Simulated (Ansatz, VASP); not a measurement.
# Bi2Se3 in VASP and in Ansatz

INCAR

```
PREC = Accurate
ENCUT = 520
EDIFF = 1E-6
ISMEAR = -1
SIGMA = 0.02
LREAL = F
LASPH = T
NELM = 60
ALGO = Normal
ISIF = 2
LWAVE = F
LCHARG = F
GGA = PE
NBANDS = 32
```

The input KPOINTS:

```
Automatic mesh
0
Gamma
  8 8 8
```

The input POSCAR:

```
Bi2Se3
1.0
    2.0711835690      1.1957983911      9.5592298923
   -2.0711835690      1.1957983911      9.5592298923
    0.0000000000     -2.3915967823      9.5592298923
Bi Se
2 3
Direct
    0.4001648117      0.4001648117      0.4001648117
    0.5998351883      0.5998351883      0.5998351883
    0.2124549423      0.2124549423      0.2124549423
    0.7875450577      0.7875450577      0.7875450577
    0.0000000000      0.0000000000      0.0000000000
```

Input for Ansatz:

```yaml
crystal:
  lattice:
    - [2.071183569, 1.1957983911, 9.5592298923]
    - [-2.071183569, 1.1957983911, 9.5592298923]
    - [0.0, -2.3915967823, 9.5592298923]
  atoms:
    - { symbol: Bi, position: [0.4001648117, 0.4001648117, 0.4001648117] }
    - { symbol: Bi, position: [0.5998351883, 0.5998351883, 0.5998351883] }
    - { symbol: Se, position: [0.2124549423, 0.2124549423, 0.2124549423] }
    - { symbol: Se, position: [0.7875450577, 0.7875450577, 0.7875450577] }
    - { symbol: Se, position: [0.0, 0.0, 0.0] }
kpoints:
  mp_grid: { grid: [8, 8, 8] }
  band_path:
    path:
      - [0.0, 0.0, 0.0]
      - [0.5, 0.5, 0.5]
      - [0.8233141803, 0.1766858197, 0.5]
      - [0.5, -0.1766858197, 0.1766858197]
      - [0.5, 0.0, 0.0]
      - [0.3383429098, -0.3383429098, 0.0]
      - [0.6616570902, 0.0, 0.3383429098]
      - [0.5, 0.0, 0.5]
    npoints: 1
hamiltonian:
  xc: pbe
scf:
  occupations: { method: fermi_dirac, width: 0.02 }
  n_extra_bands: 5
output:
  forces: true
  stress: true
  eigenvalues: true
```

Change from the starting cell: uniaxial_z strain -2.0%.

Alike in both runs: task single point; functional PBE; k mesh 8 × 8 × 8; occupations fermi-dirac, width 0.02 eV; no spin polarisation.

```csv
,VASP,Ansatz
version,VASP 6.6.1,Ansatz 0.2.0
potentials or method,"VASP PAW PBE potentials, release 64 (Bi_d, Se)","plane waves, PAW"
plane-wave cutoff (eV),520,420
valence electrons in the cell,48,78
```

```csv
,VASP,Ansatz,Ansatz less VASP
pressure (GPa),2.8,2.7,-0.02
"traceless stress, the component that is largest in VASP (GPa)",0.12,0.12,0.000
rms of the force components (eV/Å),0.082,0.077,-0.0055
```

Atom by atom the forces differ by 0.006 eV/Å (rms over components). With one functional, cell and mesh, what is left measures potentials, basis and numerics. VASP's potentials hold 48 valence electrons a cell and Ansatz's 78, so a difference there can come from the potentials and not from the codes.

Neither program's run includes spin-orbit coupling.
